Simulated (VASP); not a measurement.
# Au (Im-3m) in VASP: further runs, part 3 of 3

VASP 6.6.1. The steps go on from the part before.

### Step 5. Relaxation of cell and atoms, r2SCAN, target pressure 5 GPa, at which the enthalpy is minimised

This run uses another cell than the first one, of 18.21 Å³/atom, 1.044 times its volume.

POSCAR reads:

```
Au
1.0
   -1.6572690000      1.6572690000      1.6572690000
    1.6572690000     -1.6572690000      1.6572690000
    1.6572690000      1.6572690000     -1.6572690000
Au
1
Direct
    0.0000000000      0.0000000000      0.0000000000
```

INCAR.step1 reads:

```
PREC = Accurate ; ENCUT = 600
ISMEAR = -1 ; SIGMA = 0.05
LREAL = False ; LASPH = True
NELM = 80 ; GGA = PE
ALGO = Normal ; EDIFF = 1E-4
LWAVE = True ; LCHARG = False
```

INCAR.step2 reads:

```
PREC = Accurate ; ENCUT = 600
EDIFF = 1E-7 ; ISMEAR = -1
SIGMA = 0.05 ; LREAL = False
LASPH = True ; NELM = 80
ALGO = Normal ; ISIF = 3
LWAVE = False ; LCHARG = False
METAGGA = R2SCAN ; LMIXTAU = True
IBRION = 2 ; NSW = 60
EDIFFG = -0.01 ; PSTRESS = 50.0
ISTART = 1
```

KPOINTS reads:

```
Automatic mesh
0
Gamma
  11 11 11
```

Started as:

```
$ cat potpaw_PBE.64/Au/POTCAR > POTCAR
$ cp INCAR.step1 INCAR
$ mpirun -np 1 vasp_std > vasp.out
$ cp INCAR.step2 INCAR
$ mpirun -np 1 vasp_std > vasp.out
```

Wall time 3.2 min (1 thread of AMD EPYC 7R43 (Zen 3), shared host); peak memory 0.13 GiB.

Results (log left out):

```yaml
Free_energy: -50.5630 eV
Relaxed_volume: 17.17 Å³/atom
Relaxed_cell: a = 2.815 Å, b = 2.815 Å, c = 2.815 Å, α = 109.47°, β = 109.47°, γ = 109.47°
Space_group_after_relaxing_to_0.05_Å: Im-3m (No. 229)
Energy_change_on_relaxing_the_enthalpy_is_what_falls: +1.9 meV/atom
Ionic_steps: 4
Pressure_after_relaxing: 5.0 GPa
```

The path:
| step | energy change (eV) | largest force (eV/Å) | pressure (GPa) | volume (Å³) |
| --- | --- | --- | --- | --- |
| 1 | 0.0000 | 0.0000 | -3.84 | 18.21 |
| 2 | 0.1335 | 0.0000 | 25.44 | 15.69 |
| 3 | 0.0013 | 0.0000 | 4.79 | 17.19 |
| 4 | 0.0019 | 0.0000 | 5.00 | 17.17 |

Final structure:
```yaml
crystal:
  lattice:
    - [-1.62514, 1.62514, 1.62514]
    - [1.62514, -1.62514, 1.62514]
    - [1.62514, 1.62514, -1.62514]
  atoms:
    - { symbol: Au, position: [0.00000, 0.00000, 0.00000] }
```

Levels at points of the mesh, in eV from the Fermi level:
```csv
k point,band 3,band 4,band 5,band 6,band 7,band 8
"(0.00, 0.00, 0.00)",-4.99,-4.99,-3.03,-3.03,17.53,17.53
```

Caveat: the cell is relaxed towards a set pressure, so the enthalpy falls and the energy may rise; the PAW data sets were made with another functional, which shifts forces and pressure a little; spin-orbit coupling is left out, which moves the levels of the heavy elements.

### Step 6. Relaxation of cell and atoms, r2SCAN, target pressure 10 GPa, at which the enthalpy is minimised

This run uses another cell than the first one, of 18.21 Å³/atom, 1.044 times its volume.

POSCAR is that of step 5.

INCAR.step1 reads:

```
  ALGO = Normal
  EDIFF = 1E-4
  ENCUT = 600
  GGA = PE
  ISMEAR = -1
  LASPH = T
  LCHARG = F
  LREAL = F
  LWAVE = T
  NELM = 100
  PREC = Accurate
  SIGMA = 0.05
```

INCAR.step2 reads:

```
  ALGO = Normal
  EDIFF = 1E-7
  EDIFFG = -0.01
  ENCUT = 600
  IBRION = 2
  ISIF = 3
  ISMEAR = -1
  ISTART = 1
  LASPH = T
  LCHARG = F
  LMIXTAU = T
  LREAL = F
  LWAVE = F
  METAGGA = R2SCAN
  NELM = 100
  NSW = 60
  PREC = Accurate
  PSTRESS = 100.0
  SIGMA = 0.05
```

KPOINTS reads:

```
k-points
0
Gamma
  11 11 11
```

Potentials or basis: VASP PAW PBE potentials, release 64 (Au).

Started as:

```
$ cat potpaw_PBE.64/Au/POTCAR > POTCAR
$ cp INCAR.step1 INCAR
$ mpirun -np 1 vasp_std > vasp.out
$ cp INCAR.step2 INCAR
$ mpirun -np 1 vasp_std > vasp.out
```

OUTCAR:

```text
EDIFF = 1E-7
   EDIFFG = -0.01
   ENCUT = 600
   IBRION = 2
   ISIF = 3
   ISMEAR = -1
   ISTART = 1
   LASPH = T
   LREAL = F
   METAGGA = R2SCAN
   NELM = 100
   NSW = 60
   PREC = Accurate
   PSTRESS = 100.0

 ion  position               nearest neighbor table
   1  0.000  0.000  0.000-

  LATTYP: Found a body centered cubic cell.
 ALAT       =     3.3145380000

  Lattice vectors:

 A1 = (  -1.6572690000,   1.6572690000,   1.6572690000)
 A2 = (   1.6572690000,  -1.6572690000,   1.6572690000)
 A3 = (   1.6572690000,   1.6572690000,  -1.6572690000)

Analysis of symmetry for initial positions (statically):
=====================================================================
 Subroutine PRICEL returns:
 Original cell was already a primitive cell.

 Routine SETGRP: Setting up the symmetry group for a
 body centered cubic supercell.

 Subroutine GETGRP returns: Found 48 space group operations
 (whereof 48 operations were pure point group operations)
 out of a pool of 48 trial point group operations.

The static configuration has the point symmetry O_h .

[... 161 lines left out ...]

  FORCE on cell =-STRESS in cart. coord.  units (eV):
  Direction    XX          YY          ZZ          XY          YZ          ZX
  --------------------------------------------------------------------------------------
  -------------------------------------------------------------------------------------
  Total       -0.4365847     -0.4365847     -0.4365847      0.0000000     -0.0000000      0.0000000
  in kB      -38.4184673    -38.4184673    -38.4184673      0.0000000     -0.0000000      0.0000000
  external PRESSURE =    -138.4184673 kB  Pullay stress =     100.0000000 kB
[... 24 lines left out ...]
--------------------------------------- Ionic step        2  -------------------------------------------

 number of electron      10.9999999 magnetization

 E-fermi :  12.3385     XC(G=0): -14.8707

 val. band max:       12.3148596935   @ k =  -0.3636   0.3636   0.2727
 cond. band min:      12.3955171430   @ k =  -0.3636   0.4545   0.0909
 fundamental gap:      0.0806574494
 Fermi energy:        12.3384880179

 k-point     1 :       0.0000    0.0000    0.0000
  band No.  band energies     occupation
      1       0.3377      2.00000
      2       6.2081      2.00000
      3       6.2081      2.00000
      4       6.2081      2.00000
      5       8.8092      2.00000
      6       8.8092      2.00000
      7      29.7651      0.00000
      8      29.7651      0.00000
      9      29.7651      0.00000
[... 460 lines left out ...]
--------------------------------------- Ionic step        7  -------------------------------------------

 number of electron      11.0000001 magnetization

 Free energy of the ion-electron system (eV)
  ---------------------------------------------------
  ext. energy  EPLUGINS =         0.00000000
  ---------------------------------------------------
  free energy    TOTEN  =       -50.54212531 eV

  energy without entropy =      -50.53627363  energy(sigma->0) =      -50.53919947

 E-fermi :   9.5392     XC(G=0): -13.7585

 val. band max:        9.5367124784   @ k =  -0.4545   0.4545   0.0909
 cond. band min:       9.5509705276   @ k =  -0.3636   0.4545   0.0909
 fundamental gap:      0.0142580492
 Fermi energy:         9.5391826350

 k-point     1 :       0.0000    0.0000    0.0000
  band No.  band energies     occupation
      1      -0.6365      2.00000
      2       4.4050      2.00000
      3       4.4050      2.00000
      4       4.4050      2.00000
      5       6.4509      2.00000
      6       6.4509      2.00000
      7      27.0877      0.00000
      8      27.0877      0.00000
      9      27.0877      0.00000
[... 308 lines left out ...]
  energy  without entropy=      -50.5362736266  energy(sigma->0) =      -50.53919947

  enthalpy is  TOTEN    =       -49.4987226275 eV   P V=        1.0434026829

 reached required accuracy - stopping structural energy minimisation
```

Run time: 5.9 min. Hardware: 1 thread of AMD EPYC 7R43 (Zen 3), shared host; peak memory 0.13 GiB.

What came out:

```yaml
Free_energy: -50.5421 eV
Relaxed_volume: 16.72 Å³/atom
Relaxed_cell: a = 2.790 Å, b = 2.790 Å, c = 2.790 Å, α = 109.47°, β = 109.47°, γ = 109.47°
Space_group_after_relaxing_to_0.05_Å: Im-3m (No. 229)
Energy_change_on_relaxing_the_enthalpy_is_what_falls: +22.8 meV/atom
Ionic_steps: 7
Pressure_after_relaxing: 10.0 GPa
```

Step by step:
| step | energy change (eV) | largest force (eV/Å) | pressure (GPa) | volume (Å³) |
| --- | --- | --- | --- | --- |
| 1 | 0.0000 | 0.0000 | -3.84 | 18.21 |
| 2 | 0.4606 | 0.0000 | 56.86 | 14.37 |
| 3 | 0.0191 | 0.0000 | 9.27 | 16.78 |
| 4 | 0.0218 | 0.0000 | 9.83 | 16.73 |
| 5 | 0.0236 | 0.0000 | 10.18 | 16.70 |
| 6 | 0.0211 | 0.0000 | 9.70 | 16.74 |
| 7 | 0.0228 | 0.0000 | 10.02 | 16.72 |

Final structure:
```xyz
1
Lattice="-1.6108 1.6108 1.6108 1.6108 -1.6108 1.6108 1.6108 1.6108 -1.6108" Properties=species:S:1:pos:R:3 pbc="T T T"
Au    0.0000    0.0000    0.0000
```

Caveat: the cell is relaxed towards a set pressure, so the enthalpy falls and the energy may rise; the PAW data sets were made with another functional, which shifts forces and pressure a little; spin-orbit coupling is left out, which moves the levels of the heavy elements.

### Step 7. Summary

| task | cell | cutoff (eV) | gap on the mesh (eV) | pressure (GPa) |
| --- | --- | --- | --- | --- |
| single point | a = 2.829 Å, angles 109.5°, 1 atom | 520 | none | 2.3 |
| relaxation of cell and atoms | relaxed from a = 2.870 Å, angles 109.5°, 1 atom | 600 | none | 0.0 |
| relaxation of cell and atoms | relaxed to 2 GPa from a = 2.870 Å, angles 109.5°, 1 atom | 600 | none | 1.9 |
| relaxation of cell and atoms | relaxed to 5 GPa from a = 2.870 Å, angles 109.5°, 1 atom | 600 | none | 5.0 |
| relaxation of cell and atoms | relaxed to 10 GPa from a = 2.870 Å, angles 109.5°, 1 atom | 600 | none | 10.0 |

Alike in all rows: level r2SCAN; potentials or basis VASP PAW PBE potentials, release 64 (Au); no spin polarisation; k mesh 11 × 11 × 11; smearing fermi-dirac 0.05 eV.

Caveats: the PAW data sets were made with another functional, which shifts forces and pressure a little; spin-orbit coupling is left out, which moves the levels of the heavy elements; the cell is relaxed towards a set pressure, so the enthalpy falls and the energy may rise (some runs).

Absolute energies hang on the potentials; compare differences alone.
